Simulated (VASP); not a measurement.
Sc: single point with LDA

Crystal: Sc.

```xyz
1
Lattice="-1.7833 1.7833 1.7833 1.7833 -1.7833 1.7833 1.7833 1.7833 -1.7833" Properties=species:S:1:pos:R:3 pbc="T T T"
Sc    0.0000    0.0000    0.0000
```

This isn't the form of Sc at room conditions, which is hcp.

```json
{
 "Program": "VASP 6.6.1",
 "Task": "single point",
 "Functional": "LDA",
 "Potentials or basis": "VASP PAW LDA potentials, release 64 (Sc_sv)",
 "Cutoff": "520 eV",
 "k mesh": "17 × 17 × 17",
 "Occupations": "fermi-dirac, width 0.05 eV",
 "Spin": "no spin polarisation"
}
```

* Pressure: 0.1 GPa
* Band gap on the k mesh: zero (an odd number of electrons rules out a gap without spin polarisation)

Levels at points of the mesh, in eV from the Fermi level:
```csv
k point,band 1,band 2,band 3,band 4,band 5,band 6,band 7,band 8,band 9,band 10
"(0.00, 0.00, 0.00)",-48.77,-27.45,-27.45,-27.45,-5.35,1.48,1.48,1.48,3.09,3.09
```

It took 58 s on 1 thread of AMD EPYC 7R13 (shared host), peak memory 0.13 GiB.
